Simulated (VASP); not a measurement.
# Sr in VASP: notebook

Runs on Sr. Level: PBE. Tasks: single point.

Everything below comes from runs of VASP 6.6.1. Logs are shortened: lines on timing, memory, paths and dates and some standing lists are left out, and cuts for length are marked.

**1. The cell of the first run**

The structure is cubic, space group Im-3m (No. 229). The conventional cell has a = 4.898 Å, b = 4.898 Å, c = 4.898 Å, α = 90.00°, β = 90.00°, γ = 90.00°. Sr (site symmetry m-3m) has 14 Sr at 4.24 to 4.90 Å within 5.6 Å.

This isn't the form of Sr at room conditions, which is fcc.

**2. Single point, PBE (58.75 Å³/atom)**

INCAR reads:

```
ALGO     = Normal         # electronic algorithm
EDIFF    = 1E-7           # SCF threshold, eV
ENCUT    = 520            # plane-wave cutoff, eV
GGA      = PE             # functional
ISIF     = 2              # what is computed and relaxed
ISMEAR   = -1             # smearing method
LASPH    = T              # aspherical terms in the spheres
LCHARG   = F              # write CHGCAR
LREAL    = F              # projectors in reciprocal space
LWAVE    = F              # write WAVECAR
NBANDS   = 11             # bands
NELM     = 100            # most SCF steps
PREC     = Accurate       # precision mode
SIGMA    = 0.05           # smearing width, eV
```

KPOINTS reads:

```
k-points
0
Gamma
  12 12 12
```

POSCAR reads:

```
Sr
1.0
   -2.4490114626      2.4490114626      2.4490114626
    2.4490114626     -2.4490114626      2.4490114626
    2.4490114626      2.4490114626     -2.4490114626
Sr
1
Direct
    0.0000000000      0.0000000000      0.0000000000
```

Potentials or basis: VASP PAW PBE potentials, release 64 (Sr_sv).

Run with:

```
$ cat potpaw_PBE.64/Sr_sv/POTCAR > POTCAR
$ mpirun -np 1 vasp_std > vasp.out
```

OUTCAR:

```text
EDIFF = 1E-7
   ENCUT = 520
   GGA = PE
   ISIF = 2
   ISMEAR = -1
   LASPH = T
   LREAL = F
   NELM = 100
   PREC = Accurate

 ion  position               nearest neighbor table
   1  0.000  0.000  0.000-

  LATTYP: Found a body centered cubic cell.
 ALAT       =     4.8980229252

  Lattice vectors:

 A1 = (  -2.4490114626,   2.4490114626,   2.4490114626)
 A2 = (   2.4490114626,  -2.4490114626,   2.4490114626)
 A3 = (   2.4490114626,   2.4490114626,  -2.4490114626)

Analysis of symmetry for initial positions (statically):
=====================================================================
 Subroutine PRICEL returns:
 Original cell was already a primitive cell.

 Routine SETGRP: Setting up the symmetry group for a
 body centered cubic supercell.

 Subroutine GETGRP returns: Found 48 space group operations
 (whereof 48 operations were pure point group operations)
 out of a pool of 48 trial point group operations.

The static configuration has the point symmetry O_h .

Analysis of symmetry for dynamics (positions and initial velocities):
=====================================================================
 Subroutine PRICEL returns:
 Original cell was already a primitive cell.

 Routine SETGRP: Setting up the symmetry group for a
 body centered cubic supercell.

 Subroutine GETGRP returns: Found 48 space group operations
 (whereof 48 operations were pure point group operations)
 out of a pool of 48 trial point group operations.

The dynamic configuration has the point symmetry O_h .

 Subroutine INISYM returns: Found 48 space group operations
 (whereof 48 operations are pure point group operations),
 and found     1 'primitive' translations

----------------------------------------------------------------------------------------

                                     Primitive cell

  volume of cell :      58.7533

  direct lattice vectors                    reciprocal lattice vectors
    -2.449011463  2.449011463  2.449011463     0.000000000  0.204164010  0.204164010
     2.449011463 -2.449011463  2.449011463     0.204164010  0.000000000  0.204164010
     2.449011463  2.449011463 -2.449011463     0.204164010  0.204164010  0.000000000

  length of vectors
     4.241812282  4.241812282  4.241812282     0.288731511  0.288731511  0.288731511

  position of ions in fractional coordinates (direct lattice)
     0.000000000  0.000000000  0.000000000

  ion indices of the primitive-cell ions
   primitive index   ion index
[... 72 lines left out ...]
   NELM   =    100;   NELMIN=  2; NELMDL= -5     # of ELM steps
   EDIFF  = 0.1E-06   stopping-criterion for ELM
   LREAL  =      F    real-space projection
   EDIFFG = 0.1E-05   stopping-criterion for IOM
   NSW    =      0    number of steps for IOM
   IBRION =     -1    ionic relax: 0-MD 1-quasi-New 2-CG
   NFREE  =      0    steps in history (QN), initial steepest desc. (CG)
   ISIF   =      2    stress and relaxation
   ISYM   =      2    0-nonsym 1-usesym 2-fastsym
   POTIM  = 0.5000    time-step for ionic-motion
   TEBEG  =    0.0;   TEEND  =   0.0 temperature during run
   PSTRESS=    0.0 pullay stress
   NELECT =      10.0000    total number of electrons
   NUPDOWN=      -1.0000    fix difference up-down
   EMIN   =  10.00;   EMAX   =-10.00  energy-range for DOS
   EFERMI =   0.00;   METHOD = LEGACY
   ISMEAR =    -1;   SIGMA  =   0.05  broadening in eV -4-tet -1-fermi 0-gaus
   EFERMI_NEDOS =   21; number of points for ismear=-14 and -15
   IALGO  =     38    algorithm
   IMIX   =      4    mixing-type and parameters
     AMIX     =   0.40;   BMIX     =  1.00
     AMIX_MAG =   1.60;   BMIX_MAG =  1.00
  volume/ion in A,a.u.               =      58.75       396.49
  Fermi-wavevector in a.u.,A,eV,Ry     =   0.907258  1.714469 11.199181  0.823117
  Thomas-Fermi vector in A             =   2.031044
   LORBIT       =      0    0 simple, 1 ext, 2 COOP (PROOUT), +10 PAW based schemes
   GGA     = PE    functional components
   LHFCALC =     F    Hartree Fock is set to
   AEXX    =    0.0000 exact exchange contribution
   IVDW    =     0    specifies the selected vdW correction
   LEPSILON=     F    determine dielectric tensor
   LRPA    =     F    only Hartree local field effects (RPA)
 non-spin polarized calculation
  energy-cutoff  :      520.00
  volume of cell :       58.75
 maximum number of plane-waves:      1605
   NGX = 15   NGY = 15   NGZ = 15

 number of electron      10.0000000 magnetization

 Free energy of the ion-electron system (eV)
  ---------------------------------------------------
  ext. energy  EPLUGINS =         0.00000000
  ---------------------------------------------------
  free energy    TOTEN  =        -1.62244766 eV

  energy without entropy =       -1.60961076  energy(sigma->0) =       -1.61602921

 E-fermi :   1.3899     XC(G=0):  -7.1515

 val. band max:        1.3860993450   @ k =   0.5000   0.5000   0.2500
 cond. band min:       1.4091310936   @ k =  -0.4167  -0.4167   0.1667
 fundamental gap:      0.0230317486
 Fermi energy:         1.3899247419

 k-point     1 :       0.0000    0.0000    0.0000
  band No.  band energies     occupation
      1     -35.3833      2.00000
      2     -17.2790      2.00000
      3     -17.2790      2.00000
      4     -17.2790      2.00000
      5      -2.1727      2.00000
      6       3.6598      0.00000
      7       3.6598      0.00000
      8       3.6598      0.00000
      9       4.9054      0.00000
     10       4.9054      0.00000
     11       9.1971      0.00000
[... 309 lines left out ...]
 k-point    24 :       0.4167    0.0833    0.0833
  band No.  band energies     occupation
      1     -35.3721      2.00000
      2     -17.4238      2.00000
      3     -17.3376      2.00000
      4     -17.2888      2.00000
      5       0.6349      2.00000
      6       1.5052      0.18150
      7       2.3827      0.00000
      8       4.7836      0.00000
      9       5.3686      0.00000
     10       6.1718      0.00000
     11       6.6354      0.00000

 [... further k-points ...]
[... 5 lines left out ...]
  --------------------------------------------------------------------------------------
  -------------------------------------------------------------------------------------
  Total       -0.3111182     -0.3111182     -0.3111182      0.0000000      0.0000000      0.0000000
  in kB       -8.4840568     -8.4840568     -8.4840568      0.0000000      0.0000000      0.0000000
  external PRESSURE =      -8.4840568 kB  Pullay stress =       0.0000000 kB

 VOLUME and BASIS-vectors are now :
 -----------------------------------------------------------------------------
  energy-cutoff  :      520.00
  volume of cell :       58.75
      direct lattice vectors                 reciprocal lattice vectors
    -2.449011463  2.449011463  2.449011463     0.000000000  0.204164010  0.204164010
     2.449011463 -2.449011463  2.449011463     0.204164010  0.000000000  0.204164010
     2.449011463  2.449011463 -2.449011463     0.204164010  0.204164010  0.000000000

 POSITION                                       TOTAL-FORCE (eV/Angst)
 -----------------------------------------------------------------------------------
      0.00000      0.00000      0.00000        -0.000000      0.000000     -0.000000
 -----------------------------------------------------------------------------------
    total drift:                               -0.000000      0.000000     -0.000000

  FREE ENERGIE OF THE ION-ELECTRON SYSTEM (eV)
  ---------------------------------------------------
  free  energy   TOTEN  =        -1.6224476572 eV

  energy  without entropy=       -1.6096107611  energy(sigma->0) =       -1.61602921
```

stdout:

```text
POSCAR found type information on POSCAR Sr
 POSCAR found :  1 types and       1 ions
 scaLAPACK will be used
 LDA part: xc-table for (Slater+PW92), standard interpolation
 POSCAR, INCAR and KPOINTS ok, starting setup
 FFT: planning ... GRIDC
 FFT: planning ... GRID_SOFT
 FFT: planning ... GRID
 WAVECAR not read
 entering main loop
```

Wall time 18 s (1 thread of Intel Xeon Platinum 8488C (Sapphire Rapids), shared host); peak memory 0.2 GiB.

Results:

```
Free energy            : -1.6224 eV
Pressure               : -0.8 GPa
Band gap on the k mesh : zero (bands 5 and 6 overlap by 0.38 eV)
```

**3. Single point, PBE (60.46 Å³/atom)**

This run uses another cell than the first one, of 60.46 Å³/atom.

INCAR reads:

```
SYSTEM = Sr
ALGO = Normal
EDIFF = 1E-6
ENCUT = 520
GGA = PE
ISIF = 2
ISMEAR = -1
LASPH = .TRUE.
LCHARG = .FALSE.
LREAL = .FALSE.
LWAVE = .FALSE.
NBANDS = 11
NELM = 80
PREC = Accurate
SIGMA = 0.05
```

KPOINTS reads:

```
k-points
0
G
  12 12 12
  0 0 0
```

POSCAR reads:

```
Sr
1.0
   -2.4725610944      2.4725610944      2.4725610944
    2.4725610944     -2.4725610944      2.4725610944
    2.4725610944      2.4725610944     -2.4725610944
Sr
1
Direct
    0.0000000000      0.0000000000      0.0000000000
```

Potentials or basis: VASP PAW PBE potentials, release 64 (Sr_sv).

Run with:

```
$ cat potpaw_PBE.64/Sr_sv/POTCAR > POTCAR
$ mpirun -np 1 vasp_std > vasp.out
```

OUTCAR:

```text
SYSTEM = Sr
   EDIFF = 1E-6
   ENCUT = 520
   GGA = PE
   ISIF = 2
   ISMEAR = -1
   LASPH = .TRUE.
   LREAL = .FALSE.
   NELM = 80
   PREC = Accurate

 ion  position               nearest neighbor table
   1  0.000  0.000  0.000-

  LATTYP: Found a body centered cubic cell.
 ALAT       =     4.9451221888

  Lattice vectors:

 A1 = (  -2.4725610944,   2.4725610944,   2.4725610944)
 A2 = (   2.4725610944,  -2.4725610944,   2.4725610944)
 A3 = (   2.4725610944,   2.4725610944,  -2.4725610944)

Analysis of symmetry for initial positions (statically):
=====================================================================
 Subroutine PRICEL returns:
 Original cell was already a primitive cell.

 Routine SETGRP: Setting up the symmetry group for a
 body centered cubic supercell.

 Subroutine GETGRP returns: Found 48 space group operations
 (whereof 48 operations were pure point group operations)
 out of a pool of 48 trial point group operations.

The static configuration has the point symmetry O_h .

Analysis of symmetry for dynamics (positions and initial velocities):
=====================================================================
 Subroutine PRICEL returns:
 Original cell was already a primitive cell.

 Routine SETGRP: Setting up the symmetry group for a
 body centered cubic supercell.

 Subroutine GETGRP returns: Found 48 space group operations
 (whereof 48 operations were pure point group operations)
 out of a pool of 48 trial point group operations.

The dynamic configuration has the point symmetry O_h .

 Subroutine INISYM returns: Found 48 space group operations
 (whereof 48 operations are pure point group operations),
 and found     1 'primitive' translations

----------------------------------------------------------------------------------------

                                     Primitive cell
[... 106 lines left out ...]
   IALGO  =     38    algorithm
   IMIX   =      4    mixing-type and parameters
     AMIX     =   0.40;   BMIX     =  1.00
     AMIX_MAG =   1.60;   BMIX_MAG =  1.00
  volume/ion in A,a.u.               =      60.46       408.04
  Fermi-wavevector in a.u.,A,eV,Ry     =   0.898617  1.698139 10.986867  0.807512
  Thomas-Fermi vector in A             =   2.021348
   LORBIT       =      0    0 simple, 1 ext, 2 COOP (PROOUT), +10 PAW based schemes
   GGA     = PE    functional components
   LHFCALC =     F    Hartree Fock is set to
   AEXX    =    0.0000 exact exchange contribution
   IVDW    =     0    specifies the selected vdW correction
   LEPSILON=     F    determine dielectric tensor
   LRPA    =     F    only Hartree local field effects (RPA)
 non-spin polarized calculation
  energy-cutoff  :      520.00
  volume of cell :       60.46
 maximum number of plane-waves:      1644
   NGX = 15   NGY = 15   NGZ = 15

 number of electron      10.0000000 magnetization

 Free energy of the ion-electron system (eV)
  ---------------------------------------------------
  ext. energy  EPLUGINS =         0.00000000
  ---------------------------------------------------
  free energy    TOTEN  =        -1.61225254 eV

  energy without entropy =       -1.59862707  energy(sigma->0) =       -1.60543980

 E-fermi :   1.3002     XC(G=0):  -7.0683

 val. band max:        1.2977080047   @ k =   0.5000   0.5000   0.4167
 cond. band min:       1.3211055435   @ k =  -0.4167  -0.4167   0.1667
 fundamental gap:      0.0233975388
 Fermi energy:         1.3001683361

 k-point     1 :       0.0000    0.0000    0.0000
  band No.  band energies     occupation
      1     -35.5356      2.00000
      2     -17.4342      2.00000
      3     -17.4342      2.00000
      4     -17.4342      2.00000
      5      -2.2201      2.00000
      6       3.5316      0.00000
      7       3.5316      0.00000
      8       3.5316      0.00000
      9       4.7463      0.00000
     10       4.7463      0.00000
     11       9.0020      0.00000
[... 309 lines left out ...]
 k-point    24 :       0.4167    0.0833    0.0833
  band No.  band energies     occupation
      1     -35.5259      2.00000
      2     -17.5644      2.00000
      3     -17.4871      2.00000
      4     -17.4429      2.00000
      5       0.5524      2.00000
      6       1.3871      0.29915
      7       2.2884      0.00000
      8       4.6080      0.00000
      9       5.1896      0.00000
     10       5.9279      0.00000
     11       6.4113      0.00000

 [... further k-points ...]
[... 5 lines left out ...]
  --------------------------------------------------------------------------------------
  -------------------------------------------------------------------------------------
  Total       -0.4034028     -0.4034028     -0.4034028     -0.0000000      0.0000000     -0.0000000
  in kB      -10.6892780    -10.6892780    -10.6892780     -0.0000000      0.0000000     -0.0000000
  external PRESSURE =     -10.6892780 kB  Pullay stress =       0.0000000 kB

 VOLUME and BASIS-vectors are now :
 -----------------------------------------------------------------------------
  energy-cutoff  :      520.00
  volume of cell :       60.46
      direct lattice vectors                 reciprocal lattice vectors
    -2.472561094  2.472561094  2.472561094     0.000000000  0.202219472  0.202219472
     2.472561094 -2.472561094  2.472561094     0.202219472  0.000000000  0.202219472
     2.472561094  2.472561094 -2.472561094     0.202219472  0.202219472  0.000000000

 POSITION                                       TOTAL-FORCE (eV/Angst)
 -----------------------------------------------------------------------------------
      0.00000      0.00000      0.00000         0.000000      0.000000      0.000000
 -----------------------------------------------------------------------------------
    total drift:                                0.000000      0.000000     -0.000000

  FREE ENERGIE OF THE ION-ELECTRON SYSTEM (eV)
  ---------------------------------------------------
  free  energy   TOTEN  =        -1.6122525380 eV

  energy  without entropy=       -1.5986270674  energy(sigma->0) =       -1.60543980
```

It took 15 s on 1 thread of Intel Xeon Platinum 8488C (Sapphire Rapids), shared host; peak memory 0.2 GiB.

Results:

```yaml
Free_energy: -1.6123 eV
Pressure: -1.1 GPa
Band_gap_on_the_k_mesh: zero (bands 5 and 6 overlap by 0.34 eV)
```

**4. Single point, PBE, collinear spin**

INCAR reads:

```
PREC = Accurate ; ENCUT = 520
EDIFF = 1E-6 ; ISMEAR = -1
SIGMA = 0.05 ; LREAL = False
LASPH = True ; NELM = 150
ALGO = Normal ; ISIF = 2
LWAVE = False ; LCHARG = False
ISPIN = 2 ; MAGMOM = -1
LORBIT = 11 ; GGA = PE
NBANDS = 15
```

KPOINTS reads:

```
regular mesh
0
Gamma
  12 12 12
```

POSCAR reads:

```
Sr
1.0
   -2.4490114626      2.4490114626      2.4490114626
    2.4490114626     -2.4490114626      2.4490114626
    2.4490114626      2.4490114626     -2.4490114626
Sr
1
Direct
    0.0000000000      0.0000000000      0.0000000000
```

Run with:

```
$ cat potpaw_PBE.64/Sr_sv/POTCAR > POTCAR
$ mpirun -np 1 vasp_std > vasp.out
```

It took 46 s on 1 thread of Intel Xeon Platinum 8488C (Sapphire Rapids), shared host; peak memory 0.26 GiB.

The run converged. Its results:

- Free energy: -1.6224 eV
- Pressure: -0.8 GPa
- Band gap on the k mesh: zero (filled and empty bands overlap)
- Net moment: 0.00 μB per cell
- Valence electrons inside the program's atomic spheres: Sr 7.90

Levels at points of the mesh, in eV from the Fermi level:
Spin up:
```csv
k point,band 2,band 3,band 4,band 5,band 6,band 7,band 8,band 9
"(0.00, 0.00, 0.00)",-18.67,-18.67,-18.67,-3.56,2.27,2.27,2.27,3.52
"(0.50, 0.00, 0.00)",-18.82,-18.72,-18.67,-0.99,0.12,1.19,3.31,3.96
"(0.50, 0.50, 0.50)",-18.78,-18.78,-18.78,-0.08,-0.08,3.34,3.34,3.34
```
Spin down:
```tsv
k point	band 1	band 2	band 3	band 4	band 5	band 6	band 7	band 8	band 9	band 10
(0.00, 0.00, 0.00)	-36.77	-18.67	-18.67	-18.67	-3.56	2.27	2.27	2.27	3.52	3.52
(0.50, 0.00, 0.00)	-36.76	-18.82	-18.72	-18.67	-0.99	0.12	1.19	3.31	3.96	5.08
(0.50, 0.50, 0.50)	-36.75	-18.78	-18.78	-18.78	-0.08	-0.08	3.34	3.34	3.34	4.71
```

**5. Single point, PBE (x and y stretched by +1.5 %, z held)**

INCAR reads:

```
  ALGO = Normal
  EDIFF = 1E-7
  ENCUT = 520
  GGA = PE
  ISIF = 2
  ISMEAR = -1
  LASPH = T
  LCHARG = T
  LELF = T
  LREAL = F
  LVHAR = T
  LWAVE = F
  NBANDS = 11
  NELM = 80
  PREC = Accurate
  SIGMA = 0.05
```

KPOINTS reads:

```
k-points
0
Gamma
  12 12 12
```

POSCAR reads:

```
Sr
1.0
   -2.4613750000      2.4613750000      2.4250000000
    2.4613750000     -2.4613750000      2.4250000000
    2.4613750000      2.4613750000     -2.4250000000
Sr
1
Direct
    0.0000000000      0.0000000000      0.0000000000
```

Run with:

```
$ cat potpaw_PBE.64/Sr_sv/POTCAR > POTCAR
$ mpirun -np 1 vasp_std > vasp.out
```

Wall time 1.8 min (1 thread of Intel Xeon 8259CL, shared host); peak memory 0.25 GiB.

It converged, with:

```
Free energy            : -1.6224 eV
Pressure               : -0.8 GPa
Band gap on the k mesh : zero (bands 5 and 6 overlap by 0.36 eV)
```

Levels at points of the mesh, in eV from the Fermi level:
```
           k point  band 2  band 3  band 4  band 5  band 6  band 7  band 8  band 9
(0.00, 0.00, 0.00)  -18.67  -18.67  -18.67   -3.56    2.22    2.30    2.30    3.46
(0.50, 0.00, 0.00)  -18.82  -18.72  -18.67   -0.98    0.13    1.16    3.34    3.98
(0.50, 0.50, 0.00)  -18.82  -18.72  -18.67   -1.01    0.09    1.25    3.25    3.93
(0.50, 0.50, 0.50)  -18.78  -18.78  -18.78   -0.09   -0.06    3.28    3.28    3.47
```

Caveat: the cell differs from its parent crystal (x and y stretched by +1.5 %, z held).

**6. The runs side by side**

```tsv
spin	cell	gap on the mesh (eV)	pressure (GPa)
off	a = 4.242 Å, angles 109.5°, 1 atom	none	-0.8
off	a = 4.283 Å, angles 109.5°, 1 atom	none	-1.1
collinear	a = 4.242 Å, angles 109.5°, 1 atom	none	-0.8
off	a = 4.242 Å, angles 109.1, 109.1, 110.3°, 1 atom	none	-0.8
```

Alike in all rows: task single point; level PBE; potentials or basis VASP PAW PBE potentials, release 64 (Sr_sv); k mesh 12 × 12 × 12; cutoff (eV) 520; smearing fermi-dirac 0.05 eV.

Total energies depend on the potentials used, so only differences within one code and one set of settings carry meaning.

The gap in the log of VASP goes by the Fermi energy; the results here count the filled bands.